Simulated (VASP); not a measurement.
MgBe2S3:

```xyz
6
Lattice="3.5705 0.0000 0.0000 0.0000 3.5705 0.0000 0.0000 0.0000 7.8660" Properties=species:S:1:pos:R:3 pbc="T T T"
Mg    0.0000    0.0000    0.0000
Be    0.0000    1.7853    5.8020
Be    1.7853    0.0000    2.0639
S     1.7853    1.7853    0.0000
S     0.0000    1.7853    2.9783
S     1.7853    0.0000    4.8877
```

| Item | Value |
| --- | --- |
| Program | VASP 6.6.1 |
| Task | relaxation of cell and atoms |
| Functional | PBE |
| Potentials or basis | VASP PAW PBE potentials, release 64 (Mg, Be, S) |
| Cutoff | 600 eV |
| k mesh | 6 × 6 × 2 |
| Occupations | gaussian, width 0.1 eV |
| Spin | no spin polarisation |

At the start: pressure -8.5 GPa; volume 16.71 Å³/atom.

Q: Where does the relaxation end?

A: Over 26 steps the energy falls by 801.9 meV/atom and the volume is 20.35 Å³/atom (+21.8 %); space group P-4m2 (No. 115, to 0.05 Å).

The path:
```csv
step,energy change (eV),largest force (eV/Å),pressure (GPa),volume (Å³)
1,0.0000,2.4375,-8.48,100.28
2,-1.3419,2.2805,-0.65,87.97
3,-1.6464,1.9813,9.50,80.07
4,-2.4699,1.4181,5.83,83.83
5,-2.9048,1.7941,1.38,89.16
6,-3.5909,1.5233,-0.57,93.27
7,-4.4508,0.9960,-1.09,100.32
8,-2.8193,6.9985,13.34,114.29
9,-4.6902,0.3341,0.66,102.31
10,-4.7241,0.1301,1.48,103.82
11,-4.7245,0.2736,1.80,104.33
12,-4.7209,0.7051,-2.40,111.98
13,-4.7532,0.2848,-0.38,107.92
14,-4.7718,0.2380,0.18,108.97
15,-4.7781,0.1928,0.74,109.89
16,-4.7899,0.1139,0.45,111.63
17,-4.7977,0.1105,-0.01,115.00
18,-4.7977,0.0959,0.02,114.74
19,-4.8011,0.0755,-0.09,115.93
20,-4.8067,0.1277,-0.35,119.48
21,-4.8090,0.0715,0.50,119.80
22,-4.8093,0.0451,0.27,119.72
23,-4.8109,0.0402,0.23,120.89
24,-4.8111,0.0475,0.21,121.61
25,-4.8106,0.0987,-0.35,122.89
26,-4.8115,0.0173,-0.01,122.10
```

Final structure:
```cif
data_structure
_symmetry_space_group_name_H-M 'P 1'
_symmetry_Int_Tables_number 1
_cell_length_a 3.3442
_cell_length_b 3.3442
_cell_length_c 10.9178
_cell_angle_alpha 90.000
_cell_angle_beta 90.000
_cell_angle_gamma 90.000
_cell_volume 122.10
loop_
_atom_site_label
_atom_site_type_symbol
_atom_site_fract_x
_atom_site_fract_y
_atom_site_fract_z
_atom_site_occupancy
Mg1 Mg 0.00000 0.00000 0.00000 1
Be1 Be 0.00000 0.50000 0.57232 1
Be2 Be 0.50000 0.00000 0.42768 1
S1 S 0.50000 0.50000 0.00000 1
S2 S 0.00000 0.50000 0.38359 1
S3 S 0.50000 0.00000 0.61641 1
```

Caveat: the volume moved by over 15 % at a fixed basis, so the end points are rough.
